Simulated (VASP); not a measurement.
# Cu4O (Im-3m) in VASP: a series of runs, part 2 of 2

VASP 6.6.1.

## 3. Single point, PBE, collinear spin, ferromagnetic start

This run uses another cell than the first one, of 12.29 Å³/atom, 0.955 times its volume.

File INCAR:

```
SYSTEM = Cu4O
PREC = Accurate
ENCUT = 520
EDIFF = 1E-6
ISMEAR = 0
SIGMA = 0.1
LREAL = .FALSE.
LASPH = .TRUE.
NELM = 150
ALGO = Normal
ISIF = 2
LWAVE = .FALSE.
LCHARG = .FALSE.
ISPIN = 2
MAGMOM = 1 1 1 1 0
LORBIT = 11
LMAXMIX = 4
GGA = PE
NBANDS = 37
```

File KPOINTS:

```
Automatic mesh
0
G
  6 6 6
  0 0 0
```

File POSCAR:

```
Cu4O
1.0
   -2.4860554500      2.4860554500      2.4860554500
    2.4860554500     -2.4860554500      2.4860554500
    2.4860554500      2.4860554500     -2.4860554500
Cu O
4 1
Direct
    0.0000000000      0.0000000000      0.5000000000
    0.0000000000      0.5000000000      0.0000000000
    0.5000000000      0.0000000000      0.0000000000
    0.5000000000      0.5000000000      0.5000000000
    0.0000000000      0.0000000000      0.0000000000
```

Potentials or basis: VASP PAW PBE potentials, release 64 (Cu, O).

On the command line:

```
cat potpaw_PBE.64/Cu/POTCAR potpaw_PBE.64/O/POTCAR > POTCAR
mpirun -np 1 vasp_std > vasp.out
```

OUTCAR:

```text
SYSTEM = Cu4O
   PREC = Accurate
   ENCUT = 520
   EDIFF = 1E-6
   ISMEAR = 0
   LREAL = .FALSE.
   LASPH = .TRUE.
   NELM = 150
   ISIF = 2
   ISPIN = 2
   LORBIT = 11
   GGA = PE

 ion  position               nearest neighbor table
   1  0.000  0.000  0.500-   5 2.15   5 2.15   4 2.49   2 2.49   3 2.49   2 2.49   3 2.49   4 2.49

   2  0.000  0.500  0.000-   5 2.15   5 2.15   4 2.49   1 2.49   3 2.49   1 2.49   4 2.49   3 2.49

   3  0.500  0.000  0.000-   5 2.15   5 2.15   4 2.49   1 2.49   4 2.49   2 2.49   1 2.49   2 2.49

   4  0.500  0.500  0.500-   5 2.15   5 2.15   3 2.49   1 2.49   3 2.49   2 2.49   1 2.49   2 2.49

   5  0.000  0.000  0.000-   1 2.15   2 2.15   3 2.15   4 2.15   1 2.15   2 2.15   3 2.15   4 2.15

  LATTYP: Found a body centered cubic cell.
 ALAT       =     4.9721109000

  Lattice vectors:

 A1 = (  -2.4860554500,   2.4860554500,   2.4860554500)
 A2 = (   2.4860554500,  -2.4860554500,   2.4860554500)
 A3 = (   2.4860554500,   2.4860554500,  -2.4860554500)

Analysis of symmetry for initial positions (statically):
=====================================================================
 Subroutine PRICEL returns:
 Original cell was already a primitive cell.

 Routine SETGRP: Setting up the symmetry group for a
 body centered cubic supercell.

 Subroutine GETGRP returns: Found 48 space group operations
 (whereof 48 operations were pure point group operations)
 out of a pool of 48 trial point group operations.

The static configuration has the point symmetry O_h .

Analysis of symmetry for dynamics (positions and initial velocities):
=====================================================================
 Subroutine PRICEL returns:
 Original cell was already a primitive cell.

 Routine SETGRP: Setting up the symmetry group for a
 body centered cubic supercell.

 Subroutine GETGRP returns: Found 48 space group operations
 (whereof 48 operations were pure point group operations)
 out of a pool of 48 trial point group operations.

The dynamic configuration has the point symmetry O_h .

Analysis of structural, dynamic, and magnetic symmetry:
=====================================================================
 Subroutine PRICEL returns:
 Original cell was already a primitive cell.

 Routine SETGRP: Setting up the symmetry group for a
 body centered cubic supercell.

 Subroutine GETGRP returns: Found 48 space group operations
 (whereof 48 operations were pure point group operations)
 out of a pool of 48 trial point group operations.

The overall configuration has the point symmetry O_h .

 Subroutine INISYM returns: Found 48 space group operations
 (whereof 48 operations are pure point group operations),
 and found     1 'primitive' translations

----------------------------------------------------------------------------------------

                                     Primitive cell

  volume of cell :      61.4600

  direct lattice vectors                    reciprocal lattice vectors
    -2.486055450  2.486055450  2.486055450     0.000000000  0.201121821  0.201121821
     2.486055450 -2.486055450  2.486055450     0.201121821  0.000000000  0.201121821
     2.486055450  2.486055450 -2.486055450     0.201121821  0.201121821  0.000000000

  length of vectors
     4.305974350  4.305974350  4.305974350     0.284429207  0.284429207  0.284429207

  position of ions in fractional coordinates (direct lattice)
     0.000000000  0.000000000  0.500000000
     0.000000000  0.500000000  0.000000000
[... 81 lines left out ...]
   ISYM   =      2    0-nonsym 1-usesym 2-fastsym
   POTIM  = 0.5000    time-step for ionic-motion
   TEBEG  =    0.0;   TEEND  =   0.0 temperature during run
   PSTRESS=    0.0 pullay stress
   NELECT =      50.0000    total number of electrons
   NUPDOWN=      -1.0000    fix difference up-down
   EMIN   =  10.00;   EMAX   =-10.00  energy-range for DOS
   EFERMI =   0.00;   METHOD = LEGACY
   ISMEAR =     0;   SIGMA  =   0.10  broadening in eV -4-tet -1-fermi 0-gaus
   EFERMI_NEDOS =   21; number of points for ismear=-14 and -15
   IALGO  =     38    algorithm
   IMIX   =      4    mixing-type and parameters
     AMIX     =   0.40;   BMIX     =  1.00
     AMIX_MAG =   1.60;   BMIX_MAG =  1.00
  volume/ion in A,a.u.               =      12.29        82.95
  Fermi-wavevector in a.u.,A,eV,Ry     =   1.528272  2.888016 31.777981  2.335616
  Thomas-Fermi vector in A             =   2.636054
   LORBIT       =     11    0 simple, 1 ext, 2 COOP (PROOUT), +10 PAW based schemes
   GGA     = PE    functional components
   LHFCALC =     F    Hartree Fock is set to
   AEXX    =    0.0000 exact exchange contribution
   IVDW    =     0    specifies the selected vdW correction
   LEPSILON=     F    determine dielectric tensor
   LRPA    =     F    only Hartree local field effects (RPA)
 spin polarized calculation
 Gauss-broadening in eV      SIGMA  =   0.10
  energy-cutoff  :      520.00
  volume of cell :       61.46
 maximum number of plane-waves:      1686
   NGX = 15   NGY = 15   NGZ = 15

 number of electron      50.0000086 magnetization      -0.0001903

 number of electron      50.0000086 magnetization       0.0001325

 Free energy of the ion-electron system (eV)
  ---------------------------------------------------
  ext. energy  EPLUGINS =         0.00000000
  ---------------------------------------------------
  free energy    TOTEN  =       -18.51655489 eV

  energy without entropy =      -18.50712366  energy(sigma->0) =      -18.51183928

 E-fermi :   6.3179     XC(G=0): -11.8439

 val. band max:        6.2990407925   @ k =  -0.3333   0.5000   0.1667
 cond. band min:       6.3636618153   @ k =   0.5000   0.5000   0.3333
 fundamental gap:      0.0646210228
 Fermi energy:         6.3178860826

 spin component 1

 k-point     1 :       0.0000    0.0000    0.0000
  band No.  band energies     occupation
      1     -13.7968      1.00000
      2      -0.4283      1.00000
      3       0.5553      1.00000
      4       0.5553      1.00000
      5       0.5553      1.00000
      6       2.0096      1.00000
[... 629 lines left out ...]
     36      21.9915      0.00000
     37      22.3549      0.00000
 Fermi energy:         6.3178860826

 spin component 2

 k-point     1 :       0.0000    0.0000    0.0000
  band No.  band energies     occupation
      1     -13.7967      1.00000
      2      -0.4283      1.00000
      3       0.5553      1.00000
      4       0.5553      1.00000
      5       0.5553      1.00000
      6       2.0096      1.00000
[... 629 lines left out ...]
     36      21.9915      0.00000
     37      22.3548      0.00000

------------------------ aborting loop because EDIFF is reached ----------------------------------------

  FORCE on cell =-STRESS in cart. coord.  units (eV):
  Direction    XX          YY          ZZ          XY          YZ          ZX
  --------------------------------------------------------------------------------------
  -------------------------------------------------------------------------------------
  Total        2.2377279      2.2377279      2.2377279      0.0000000      0.0000000      0.0000000
  in kB       58.3344929     58.3344929     58.3344929      0.0000000      0.0000000      0.0000000
  external PRESSURE =      58.3344929 kB  Pullay stress =       0.0000000 kB

 VOLUME and BASIS-vectors are now :
 -----------------------------------------------------------------------------
  energy-cutoff  :      520.00
  volume of cell :       61.46
      direct lattice vectors                 reciprocal lattice vectors
    -2.486055450  2.486055450  2.486055450     0.000000000  0.201121821  0.201121821
     2.486055450 -2.486055450  2.486055450     0.201121821  0.000000000  0.201121821
     2.486055450  2.486055450 -2.486055450     0.201121821  0.201121821  0.000000000

 POSITION                                       TOTAL-FORCE (eV/Angst)
 -----------------------------------------------------------------------------------
      1.24303      1.24303     -1.24303         0.000000     -0.000000     -0.000000
      1.24303     -1.24303      1.24303        -0.000000      0.000000      0.000000
     -1.24303      1.24303      1.24303         0.000000     -0.000000      0.000000
      1.24303      1.24303      1.24303        -0.000000      0.000000     -0.000000
      0.00000      0.00000      0.00000         0.000000     -0.000000      0.000000
 -----------------------------------------------------------------------------------
    total drift:                               -0.000000     -0.000000      0.000000

  FREE ENERGIE OF THE ION-ELECTRON SYSTEM (eV)
  ---------------------------------------------------
  free  energy   TOTEN  =       -18.5165548921 eV

  energy  without entropy=      -18.5071236608  energy(sigma->0) =      -18.51183928

 total charge

# of ion       s       p       d       tot
------------------------------------------
    1        0.409   0.286   9.236   9.932
    2        0.409   0.286   9.236   9.932
    3        0.409   0.286   9.236   9.932
    4        0.409   0.286   9.236   9.932
    5        1.627   3.266   0.000   4.892
--------------------------------------------------
tot          3.263   4.411  36.945  44.619

 magnetization (x)

# of ion       s       p       d       tot
------------------------------------------
    1       -0.000  -0.000   0.000  -0.000
    2       -0.000  -0.000   0.000  -0.000
    3       -0.000  -0.000   0.000  -0.000
    4       -0.000  -0.000   0.000  -0.000
    5       -0.000   0.000   0.000   0.000
--------------------------------------------------
tot         -0.000   0.000   0.000   0.000
```

OSZICAR:

```text
N       E                     dE             d eps       ncg     rms          rms(c)
DAV:   1     0.439396779676E+03    0.43940E+03   -0.21458E+04  2400   0.225E+03
DAV:   2     0.419278813725E+02   -0.39747E+03   -0.37232E+03  2368   0.408E+02
DAV:   3    -0.189707369591E+02   -0.60899E+02   -0.55315E+02  2664   0.181E+02
DAV:   4    -0.218993103185E+02   -0.29286E+01   -0.28703E+01  3068   0.489E+01
DAV:   5    -0.219292271498E+02   -0.29917E-01   -0.29908E-01  2889   0.519E+00    0.187E+01
DAV:   6    -0.220446090600E+02   -0.11538E+00   -0.33472E+01  2988   0.116E+02    0.134E+01
DAV:   7    -0.184990440289E+02    0.35456E+01   -0.93114E+00  2895   0.671E+01    0.169E+00
DAV:   8    -0.185372099836E+02   -0.38166E-01   -0.99841E-01  3134   0.876E+00    0.936E-01
DAV:   9    -0.185192363465E+02    0.17974E-01   -0.22291E-02  3169   0.217E+00    0.346E-01
DAV:  10    -0.185164269421E+02    0.28094E-02   -0.37828E-03  3693   0.620E-01    0.775E-02
DAV:  11    -0.185165418410E+02   -0.11490E-03   -0.39125E-04  3090   0.218E-01    0.308E-02
DAV:  12    -0.185165528562E+02   -0.11015E-04   -0.30374E-05  3052   0.864E-02    0.151E-02
DAV:  13    -0.185165545120E+02   -0.16558E-05   -0.57291E-06  2919   0.289E-02    0.783E-03
DAV:  14    -0.185165548921E+02   -0.38011E-06   -0.31461E-06  2272   0.282E-02
   1 F= -.18516555E+02 E0= -.18511839E+02  d E =-.943123E-02  mag=     0.0000
```

stdout:

```text
POSCAR found type information on POSCAR CuO
 POSCAR found :  2 types and       5 ions
 scaLAPACK will be used
 LDA part: xc-table for (Slater+PW92), standard interpolation
 POSCAR, INCAR and KPOINTS ok, starting setup
 FFT: planning ... GRIDC
 FFT: planning ... GRID_SOFT
 FFT: planning ... GRID
 WAVECAR not read
 entering main loop
```

Wall time 71 s (1 thread of Intel Xeon Platinum 8259CL at 2.50GHz (Skylake/Cascade Lake), shared host); peak memory 0.22 GiB.

Results:

```
Free energy                                           : -18.5166 eV
Pressure                                              : 5.8 GPa
Band gap on the k mesh                                : zero (filled and empty bands overlap)
Net moment                                            : 0.00 μB per cell
Valence electrons inside the program's atomic spheres : Cu 9.93; O 4.89
```

Levels at points of the mesh, in eV from the Fermi level:
Spin up:
```
           k point  band 21  band 22  band 23  band 24  band 25  band 26  band 27  band 28  band 29  band 30
(0.00, 0.00, 0.00)    -1.82    -1.82    -1.32    -1.32    -1.32     3.42     3.42     3.42     6.68     6.68
(0.50, 0.00, 0.00)    -2.12    -2.10    -2.06    -1.53    -1.08     0.99     2.26     3.75     4.42     5.63
(0.50, 0.50, 0.50)    -1.74    -1.29    -1.29    -0.84    -0.84    -0.84     3.29     3.29     3.29     3.90
```
Spin down:
```csv
k point,band 21,band 22,band 23,band 24,band 25,band 26,band 27,band 28,band 29,band 30
"(0.00, 0.00, 0.00)",-1.82,-1.82,-1.32,-1.32,-1.32,3.42,3.42,3.42,6.68,6.68
"(0.50, 0.00, 0.00)",-2.12,-2.10,-2.06,-1.53,-1.08,0.99,2.26,3.75,4.42,5.63
"(0.50, 0.50, 0.50)",-1.74,-1.29,-1.29,-0.84,-0.84,-0.84,3.29,3.29,3.29,3.90
```

With open d or f shells a metallic result of PBE can be an artefact of self-interaction; +U or a hybrid may open a gap.

## 4. Single point, PBE, collinear spin, ferromagnetic start

File INCAR:

```
SYSTEM = Cu4O
PREC     = Accurate       ! precision mode
ENCUT    = 520            ! plane-wave cutoff, eV
EDIFF    = 1E-6           ! SCF threshold, eV
ISMEAR   = 0              ! smearing method
SIGMA    = 0.1            ! smearing width, eV
LREAL    = .False.        ! projectors in reciprocal space
LASPH    = .True.         ! aspherical terms in the spheres
NELM     = 150            ! most SCF steps
ALGO     = Normal         ! electronic algorithm
ISIF     = 2              ! what is computed and relaxed
LWAVE    = .False.        ! write WAVECAR
LCHARG   = .False.        ! write CHGCAR
ISPIN    = 2              ! spin polarisation
MAGMOM   = 1 1 1 1 0      ! initial moments
LORBIT   = 11             ! projections on sites
LMAXMIX  = 4              ! l up to which the mixer works
GGA      = PE             ! functional
NBANDS   = 37             ! bands
```

File KPOINTS:

```
Automatic mesh
0
Gamma
  6 6 6
  0 0 0
```

Changes to POSCAR since step 3:

```diff
@@ -2,5 +2,5 @@
 1.0
-   -2.4860554500      2.4860554500      2.4860554500
-    2.4860554500     -2.4860554500      2.4860554500
-    2.4860554500      2.4860554500     -2.4860554500
+   -2.5227780244      2.5227780244      2.5227780244
+    2.5227780244     -2.5227780244      2.5227780244
+    2.5227780244      2.5227780244     -2.5227780244
 Cu O
```

On the command line:

```
cat potpaw_PBE.64/Cu/POTCAR potpaw_PBE.64/O/POTCAR > POTCAR
mpirun -np 1 vasp_std > vasp.out
```

It took 58 s on 1 thread of Intel Xeon 6975P-C, shared host; peak memory 0.23 GiB.

The run converged. Its results:

| Quantity | Value |
| --- | --- |
| Free energy | -18.5715 eV |
| Pressure | 0.7 GPa |
| Band gap on the k mesh | zero (filled and empty bands overlap) |
| Net moment | 0.00 μB per cell |
| Valence electrons inside the program's atomic spheres | Cu 9.89; O 4.87 |

Levels at points of the mesh, in eV from the Fermi level:
Spin up:
```tsv
k point	band 23	band 24	band 25	band 26	band 27	band 28
(0.00, 0.00, 0.00)	-1.27	-1.27	-1.27	3.44	3.44	3.44
(0.50, 0.00, 0.00)	-1.96	-1.49	-1.04	0.96	2.20	3.73
(0.50, 0.50, 0.50)	-1.23	-0.81	-0.81	-0.81	3.14	3.14
```
Spin down:
```
           k point  band 21  band 22  band 23  band 24  band 25  band 26  band 27  band 28  band 29  band 30
(0.00, 0.00, 0.00)    -1.73    -1.73    -1.27    -1.27    -1.27     3.44     3.44     3.44     6.39     6.39
(0.50, 0.00, 0.00)    -2.01    -1.99    -1.96    -1.49    -1.04     0.96     2.20     3.73     4.34     5.41
(0.50, 0.50, 0.50)    -1.56    -1.23    -1.23    -0.81    -0.81    -0.81     3.14     3.14     3.14     3.82
```

## 5. Relaxation of cell and atoms, PBE

File INCAR:

```
ALGO     = Normal         # electronic algorithm
EDIFF    = 1E-7           # SCF threshold, eV
EDIFFG   = -0.01          # ionic threshold
ENCUT    = 600            # plane-wave cutoff, eV
GGA      = PE             # functional
IBRION   = 2              # ionic algorithm
ISIF     = 3              # what is computed and relaxed
ISMEAR   = 0              # smearing method
LASPH    = True           # aspherical terms in the spheres
LCHARG   = False          # write CHGCAR
LREAL    = False          # projectors in reciprocal space
LWAVE    = False          # write WAVECAR
NELM     = 60             # most SCF steps
NSW      = 100            # ionic steps
PREC     = Accurate       # precision mode
SIGMA    = 0.1            # smearing width, eV
```

File KPOINTS:

```
k-points
0
Gamma
  10 10 10
```

POSCAR is that of step 4.

On the command line:

```
cat potpaw_PBE.64/Cu/POTCAR potpaw_PBE.64/O/POTCAR > POTCAR
mpirun -np 1 vasp_std > vasp.out
```

Wall time 3.3 min (1 thread of Intel Xeon 6975P-C, shared host); peak memory 0.26 GiB.

Results (log left out):

```
Free energy                            : -18.5894 eV
Relaxed volume                         : 12.91 Å³/atom
Relaxed cell                           : a = 4.377 Å, b = 4.377 Å, c = 4.377 Å, α = 109.47°, β = 109.47°, γ = 109.47°
Space group after relaxing (to 0.05 Å) : Im-3m (No. 229)
Energy gained by relaxing              : 0.1 meV/atom
Ionic steps                            : 2
Pressure after relaxing                : -0.1 GPa
Band gap on the k mesh                 : zero (band 25 reaches 6.04 eV, above the bottom of band 26 at 4.93 eV)
```

Step by step:
```
step  energy change (eV)  largest force (eV/Å)  pressure (GPa)  volume (Å³)
   1              0.0000                0.0000            0.43        64.22
   2             -0.0003                0.0000           -0.09        64.55
```

Final structure:
```
CELL_PARAMETERS angstrom
-2.52698 2.52698 2.52698
2.52698 -2.52698 2.52698
2.52698 2.52698 -2.52698
ATOMIC_POSITIONS crystal
Cu 0.00000 0.00000 0.50000
Cu 0.00000 0.50000 0.00000
Cu 0.50000 0.00000 0.00000
Cu 0.50000 0.50000 0.50000
O 0.00000 0.00000 0.00000
```

Levels at points of the mesh, in eV from the Fermi level:
| k point | band 23 | band 24 | band 25 | band 26 | band 27 | band 28 |
| --- | --- | --- | --- | --- | --- | --- |
| (0.00, 0.00, 0.00) | -1.22 | -1.22 | -1.22 | 3.47 | 3.47 | 3.47 |
| (0.50, 0.00, 0.00) | -1.91 | -1.45 | -0.99 | 0.99 | 2.23 | 3.77 |
| (0.50, 0.50, 0.50) | -1.19 | -0.77 | -0.77 | -0.77 | 3.16 | 3.16 |

With open d or f shells a metallic result of PBE can be an artefact of self-interaction; +U or a hybrid may open a gap.

## 6. Overview

```csv
task,spin,cell,k mesh,cutoff (eV),gap on the mesh (eV),pressure (GPa),moment (μB)
single point,off,"a = 4.372 Å, angles 109.5°, 5 atoms",10 × 10 × 10,520,none,0.3,-
single point,"collinear, ferromagnetic start","a = 4.306 Å, angles 109.5°, 5 atoms",6 × 6 × 6,520,none,5.8,0.00
single point,"collinear, ferromagnetic start","a = 4.370 Å, angles 109.5°, 5 atoms",6 × 6 × 6,520,none,0.7,0.00
relaxation of cell and atoms,off,"relaxed from a = 4.370 Å, angles 109.5°, 5 atoms",10 × 10 × 10,600,none,-0.1,-
```

Alike in all rows: level PBE; potentials or basis VASP PAW PBE potentials, release 64 (Cu, O); smearing gaussian 0.1 eV.

Absolute energies hang on the potentials; compare differences alone.
